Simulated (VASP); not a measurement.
# BN (Fmm2) in VASP: further runs, part 3 of 3

VASP 6.6.1. The steps go on from the part before.

**5. Relaxation of shape and atoms at fixed volume, PBE+D3(BJ) (8.54 Å³/atom)**

This run uses another cell than the first one, of 8.54 Å³/atom.

INCAR reads:

```
SYSTEM = BN
  ALGO = Normal
  EDIFF = 1E-6
  EDIFFG = -0.01
  ENCUT = 600
  GGA = PE
  IBRION = 2
  ISIF = 4
  ISMEAR = 0
  IVDW = 12
  LASPH = .True.
  LCHARG = .False.
  LREAL = .False.
  LWAVE = .False.
  NELM = 60
  NSW = 50
  PREC = Accurate
  SIGMA = 0.02
```

KPOINTS reads:

```
k-points
0
Gamma
  12 12 12
  0 0 0
```

POSCAR reads:

```
BN
1.0
    0.0000000000      3.2117233976      2.1437556764
    1.2398308316      0.0000000000      2.1437556764
    1.2398308316      3.2117233976      0.0000000000
B N
1 1
Direct
    0.0001278407      0.0001278407      0.9998721593
    0.6665721493      0.6665721493      0.3334278507
```

Potentials or basis: VASP PAW PBE potentials, release 64 (B, N).

Launch:

```sh
$ cat potpaw_PBE.64/B/POTCAR potpaw_PBE.64/N/POTCAR > POTCAR
$ mpirun -np 1 vasp_std > vasp.out
```

OUTCAR:

```text
SYSTEM = BN
   EDIFF = 1E-6
   EDIFFG = -0.01
   ENCUT = 600
   GGA = PE
   IBRION = 2
   ISIF = 4
   ISMEAR = 0
   IVDW = 12
   LASPH = .True.
   LREAL = .False.
   NELM = 60
   NSW = 50
   PREC = Accurate
 IVDW          = 12

 ion  position               nearest neighbor table
   1  0.000  0.000  1.000-   2 1.43   2 1.43   2 1.43
   2  0.667  0.667  0.333-   1 1.43   1 1.43   1 1.43

  LATTYP: Found a face centered orthorhombic cell.
 ALAT       =     2.4796616632
 B/A-ratio  =     1.7290711134
 C/A-ratio  =     2.5904529197

  Lattice vectors:

 A1 = (   0.0000000000,   3.2117233976,   2.1437556764)
 A2 = (  -1.2398308316,   3.2117233976,   0.0000000000)
 A3 = (  -1.2398308316,   0.0000000000,   2.1437556764)

Analysis of symmetry for initial positions (statically):
=====================================================================
 Subroutine PRICEL returns:
 Original cell was already a primitive cell.

 Routine SETGRP: Setting up the symmetry group for a
 face centered orthorhombic supercell.

 Subroutine GETGRP returns: Found  4 space group operations
 (whereof  4 operations were pure point group operations)
 out of a pool of  8 trial point group operations.

The static configuration has the point symmetry C_2v.

Analysis of symmetry for dynamics (positions and initial velocities):
=====================================================================
 Subroutine PRICEL returns:
 Original cell was already a primitive cell.

 Routine SETGRP: Setting up the symmetry group for a
 face centered orthorhombic supercell.

 Subroutine GETGRP returns: Found  4 space group operations
 (whereof  4 operations were pure point group operations)
 out of a pool of  8 trial point group operations.

The dynamic configuration has the point symmetry C_2v.

 Subroutine INISYM returns: Found  4 space group operations
 (whereof  4 operations are pure point group operations),
 and found     1 'primitive' translations

----------------------------------------------------------------------------------------

                                     Primitive cell

  volume of cell :      17.0728

  direct lattice vectors                    reciprocal lattice vectors
     0.000000000  3.211723398  2.143755676    -0.403280824  0.155679658  0.233235534
     1.239830832  0.000000000  2.143755676     0.403280824 -0.155679658  0.233235534
     1.239830832  3.211723398  0.000000000     0.403280824  0.155679658 -0.233235534

  length of vectors
     3.861457702  2.476462980  3.442723874     0.491192827  0.491192827  0.491192827

  position of ions in fractional coordinates (direct lattice)
     0.000127841  0.000127841  0.999872159
     0.666572149  0.666572149  0.333427851

  ion indices of the primitive-cell ions
   primitive index   ion index
                 1           1
                 2           2

----------------------------------------------------------------------------------------

 KPOINTS: k-points

Automatic generation of k-mesh.
 Grid dimensions read from file:
 generate k-points for:   12   12   12

 Generating k-lattice:

  Cartesian coordinates                     Fractional coordinates (reciprocal lattice)
    -0.033606735  0.012973305  0.019436295     0.083333333  0.000000000  0.000000000
     0.033606735 -0.012973305  0.019436295     0.000000000  0.083333333  0.000000000
     0.033606735  0.012973305 -0.019436295    -0.000000000 -0.000000000  0.083333333

  Length of vectors
     0.040932736  0.040932736  0.040932736

  Shift w.r.t. Gamma in fractional coordinates (k-lattice)
     0.000000000  0.000000000  0.000000000

 Subroutine IBZKPT returns following result:
 ===========================================

 Found    280 irreducible k-points:

 Following reciprocal coordinates:
            Coordinates               Weight
  0.000000  0.000000  0.000000      1.000000
  0.083333  0.000000  0.000000      8.000000
  0.166667 -0.000000  0.000000      8.000000
  0.250000  0.000000  0.000000      8.000000
  0.333333  0.000000  0.000000      8.000000
  0.416667  0.000000  0.000000      8.000000
[... 16 lines left out ...]
  0.500000  0.166667  0.000000      8.000000
 -0.416667  0.166667 -0.000000      8.000000
 [... further k-points ...]
   k-points           NKPTS =    280   k-points in BZ     NKDIM =    280   number of bands    NBANDS=      8
   number of dos      NEDOS =    301   number of ions     NIONS =      2
   total plane-waves  NPLWV =  17920
   dimension x,y,z NGX =    32 NGY =   20 NGZ =   28
   dimension x,y,z NGXF=    64 NGYF=   40 NGZF=   56
   ions per type =               1   1
   NGX,Y,Z   is equivalent  to a cutoff of  13.78, 13.43, 13.52 a.u.
   NGXF,Y,Z  is equivalent  to a cutoff of  27.55, 26.85, 27.04 a.u.
 SYSTEM =  BN
   PREC   = accura    normal or accurate (medium, high low for compatibility)
   ISTART =      0    job   : 0-new  1-cont  2-samecut
   ICHARG =      2    charge: 1-file 2-atom 10-const
   ISPIN  =      1    spin polarized calculation?
   LNONCOLLINEAR =      F non collinear calculations
   LSORBIT =      F    spin-orbit coupling
   LASPH  =      T    aspherical Exc in radial PAW
   ENCUT  =  600.0 eV  44.10 Ry    6.64 a.u.   7.71  4.95  6.88*2*pi/ulx,y,z
   NELM   =     60;   NELMIN=  2; NELMDL= -5     # of ELM steps
   EDIFF  = 0.1E-05   stopping-criterion for ELM
   LREAL  =      F    real-space projection
   EDIFFG = -.1E-01   stopping-criterion for IOM
   NSW    =     50    number of steps for IOM
   IBRION =      2    ionic relax: 0-MD 1-quasi-New 2-CG
   NFREE  =      1    steps in history (QN), initial steepest desc. (CG)
   ISIF   =      4    stress and relaxation
   ISYM   =      2    0-nonsym 1-usesym 2-fastsym
   POTIM  = 0.5000    time-step for ionic-motion
   TEBEG  =    0.0;   TEEND  =   0.0 temperature during run
   PSTRESS=    0.0 pullay stress
   NELECT =       8.0000    total number of electrons
   NUPDOWN=      -1.0000    fix difference up-down
   EMIN   =  10.00;   EMAX   =-10.00  energy-range for DOS
   EFERMI =   0.00;   METHOD = LEGACY
   ISMEAR =     0;   SIGMA  =   0.02  broadening in eV -4-tet -1-fermi 0-gaus
   EFERMI_NEDOS =   21; number of points for ismear=-14 and -15
   IALGO  =     38    algorithm
   IMIX   =      4    mixing-type and parameters
     AMIX     =   0.40;   BMIX     =  1.00
     AMIX_MAG =   1.60;   BMIX_MAG =  1.00
  volume/ion in A,a.u.               =       8.54        57.61
  Fermi-wavevector in a.u.,A,eV,Ry     =   1.271558  2.402896 21.998716  1.616860
  Thomas-Fermi vector in A             =   2.404485
   LORBIT       =      0    0 simple, 1 ext, 2 COOP (PROOUT), +10 PAW based schemes
   GGA     = PE    functional components
   LHFCALC =     F    Hartree Fock is set to
   AEXX    =    0.0000 exact exchange contribution
   IVDW    =    12    specifies the selected vdW correction
   LEPSILON=     F    determine dielectric tensor
   LRPA    =     F    only Hartree local field effects (RPA)
 conjugate gradient relaxation of ions
 non-spin polarized calculation
 Gauss-broadening in eV      SIGMA  =   0.02
  energy-cutoff  :      600.00
  volume of cell :       17.07
 maximum number of plane-waves:       585
   NGX = 15   NGY =  9   NGZ = 13

--------------------------------------- Ionic step        1  -------------------------------------------

 number of electron       8.0000000 magnetization

 Free energy of the ion-electron system (eV)
  ---------------------------------------------------
  ext. energy  EPLUGINS =         0.00000000
  ---------------------------------------------------
  free energy    TOTEN  =       -17.53909538 eV

  energy without entropy =      -17.53909538  energy(sigma->0) =      -17.53909538

------------------------ aborting loop because EDIFF is reached ----------------------------------------

 Edisp (eV)   -0.30033

 E8    (eV) :    -0.0883
[... 71 lines left out ...]
--------------------------------------- Ionic step        3  -------------------------------------------

 number of electron       8.0000000 magnetization

 Free energy of the ion-electron system (eV)
  ---------------------------------------------------
  ext. energy  EPLUGINS =         0.00000000
  ---------------------------------------------------
  free energy    TOTEN  =       -17.55002904 eV

  energy without entropy =      -17.55002904  energy(sigma->0) =      -17.55002904

 E-fermi :   3.1072     XC(G=0): -10.4319

 val. band max:        2.9695805048   @ k =   0.4167  -0.4167   0.0833
 cond. band min:       6.2679731644   @ k =   0.0000   0.5000   0.5000
 fundamental gap:      3.2983926597
 Fermi energy:         3.1072346382

 k-point     1 :       0.0000    0.0000    0.0000
  band No.  band energies     occupation
      1     -15.1705      2.00000
      2      -1.0664      2.00000
      3       1.4198      2.00000
      4       1.4303      2.00000
      5       8.3145      0.00000
      6      14.3172      0.00000
      7      14.4787      0.00000
      8      16.0246      0.00000
[... 243 lines left out ...]
 k-point    24 :      -0.4167    0.1667   -0.0000
  band No.  band energies     occupation
      1     -11.6175      2.00000
      2      -5.8609      2.00000
      3      -2.7620      2.00000
      4       2.1694      2.00000
      5       7.5387      0.00000
      6      14.3871      0.00000
      7      16.6144      0.00000
      8      18.8651      0.00000

 [... further k-points ...]

------------------------ aborting loop because EDIFF is reached ----------------------------------------

 Edisp (eV)   -0.30148

 E8    (eV) :    -0.0889
[... 25 lines left out ...]
  FREE ENERGIE OF THE ION-ELECTRON SYSTEM (eV)
  ---------------------------------------------------
  free  energy   TOTEN  =       -17.8515088766 eV

  energy  without entropy=      -17.8515088766  energy(sigma->0) =      -17.85150888

 reached required accuracy - stopping structural energy minimisation
```

It took 2.3 min on 1 thread of Intel Xeon 8259CL, shared host; peak memory 0.19 GiB.

Results:

* Free energy: -17.8515 eV
* Energy gained by relaxing: 6.0 meV/atom
* Ionic steps: 3
* Pressure after relaxing: 2.0 GPa
* Largest force after relaxing: 0.004 eV/Å
* Band gap on the k mesh: 3.30 eV (least direct gap 4.54 eV)
* Dispersion energy per atom: -0.151 eV

Forces on the atoms (eV/Å):
```
B    0.000  0.000 -0.004
N    0.000  0.000  0.004
```

Step by step:
| step | energy change (eV) | largest force (eV/Å) | pressure (GPa) | volume (Å³) |
| --- | --- | --- | --- | --- |
| 1 | 0.0000 | 0.0035 | 9.16 | 17.07 |
| 2 | -0.0119 | 0.0051 | 1.28 | 17.07 |
| 3 | -0.0121 | 0.0044 | 2.03 | 17.07 |

Final structure:
```
B N
1.0
     0.00000    3.15181    2.16392
     1.25163    0.00000    2.16392
     1.25163    3.15181    0.00000
B N
1 1
Direct
  0.00016 0.00016 0.99984
  0.66654 0.66654 0.33346
```

A k mesh can miss the band edges.

**6. Summary**

| task | cell | cutoff (eV) | gap on the mesh (eV) | pressure (GPa) | largest force (eV/Å) |
| --- | --- | --- | --- | --- | --- |
| single point | a = 4.257, b = 2.510, c = 3.869 Å, angles 80.7, 35.6, 63.8°, 2 atoms, atomic positions A | 520 | 4.00 | -1.4 | 0.01 |
| relaxation of shape and atoms at fixed volume | relaxed from a = 3.705, b = 2.467, c = 3.271 Å, angles 79.1, 40.8, 60.1°, 2 atoms, atomic positions B | 600 | 2.84 | 6.2 | 0.01 |
| relaxation of shape and atoms at fixed volume | relaxed from a = 3.783, b = 2.472, c = 3.356 Å, angles 79.4, 40.0, 60.7°, 2 atoms, atomic positions B | 600 | 3.10 | 4.0 | 0.01 |
| relaxation of shape and atoms at fixed volume | relaxed from a = 3.861, b = 2.476, c = 3.443 Å, angles 79.6, 39.1, 61.3°, 2 atoms, atomic positions B | 600 | 3.30 | 2.0 | - |

Alike in all rows: level PBE+D3(BJ); potentials or basis VASP PAW PBE potentials, release 64 (B, N); no spin polarisation; k mesh 12 × 12 × 12; smearing gaussian 0.02 eV.

Total energies depend on the potentials used, so only differences within one code and one set of settings carry meaning.
